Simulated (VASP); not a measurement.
SnTe: relaxation of cell and atoms with PBEsol

SnTe:

```
Sn Te
1.0
     0.00000    3.15085    3.15085
     3.15085    0.00000    3.15085
     3.15085    3.15085    0.00000
Sn Te
1 1
Direct
  0.00000 0.00000 0.00000
  0.50000 0.50000 0.50000
```

| Property | Result |
| --- | --- |
| Program | VASP 6.6.1 |
| Task | relaxation of cell and atoms |
| Functional | PBEsol |
| Potentials or basis | VASP PAW PBE potentials, release 64 (Sn_d, Te) |
| Cutoff | 600 eV |
| k mesh | 10 × 10 × 10 |
| Occupations | gaussian, width 0.01 eV |
| Spin | no spin polarisation |
| Dipole correction | no |
| Further INCAR settings | ALGO = Normal; EDIFF = 1e-07; IBRION = 2; EDIFFG = -0.002; NSW = 100; ISIF = 3 |

* Relaxed volume: 31.10 Å³/atom
* Relaxed cell: a = 4.447 Å, b = 4.447 Å, c = 4.447 Å, α = 60.00°, β = 60.00°, γ = 60.00°
* Space group after relaxing (to 0.05 Å): Fm-3m (No. 225)
* Energy gained by relaxing: 0.2 meV/atom
* Ionic steps: 3
* Pressure after relaxing: 0.0 GPa
* Band gap on the k mesh: 0.16 eV, direct

Step by step:
| step | energy change (eV) | largest force (eV/Å) | pressure (GPa) | volume (Å³) |
| --- | --- | --- | --- | --- |
| 1 | 0.0000 | 0.0000 | -0.28 | 62.56 |
| 2 | -0.0003 | 0.0000 | 0.09 | 62.08 |
| 3 | -0.0003 | 0.0000 | 0.00 | 62.19 |

Final structure:
```cif
data_structure
_symmetry_space_group_name_H-M 'P 1'
_symmetry_Int_Tables_number 1
_cell_length_a 4.4472
_cell_length_b 4.4472
_cell_length_c 4.4472
_cell_angle_alpha 60.000
_cell_angle_beta 60.000
_cell_angle_gamma 60.000
_cell_volume 62.19
loop_
_atom_site_label
_atom_site_type_symbol
_atom_site_fract_x
_atom_site_fract_y
_atom_site_fract_z
_atom_site_occupancy
Sn1 Sn 0.00000 0.00000 0.00000 1
Te1 Te 0.50000 0.50000 0.50000 1
```

Levels at points of the mesh, in eV from the valence-band top:
```tsv
k point	band 6	band 7	band 8	band 9	band 10	band 11	band 12	band 13	band 14
(0.00, 0.00, 0.00)	-12.81	-4.63	-2.09	-2.09	-2.09	3.40	3.40	3.40	4.76
(0.50, 0.00, 0.00)	-11.51	-8.34	-1.75	-1.75	0.00	0.16	0.39	0.39	7.76
(0.50, 0.50, 0.00)	-11.20	-6.44	-5.59	-3.72	-3.72	2.13	5.00	5.00	6.47
```

It took 80 s on 1 thread of Intel(R) Xeon(R) Platinum 8375C CPU @ 2.90GHz (Ice Lake), with other jobs on the host, peak memory 0.23 GiB.

Caveat: the PAW data sets were made with another functional, which shifts forces and pressure a little; spin-orbit coupling is left out, which moves the levels of the heavy elements. A k mesh can miss the band edges.
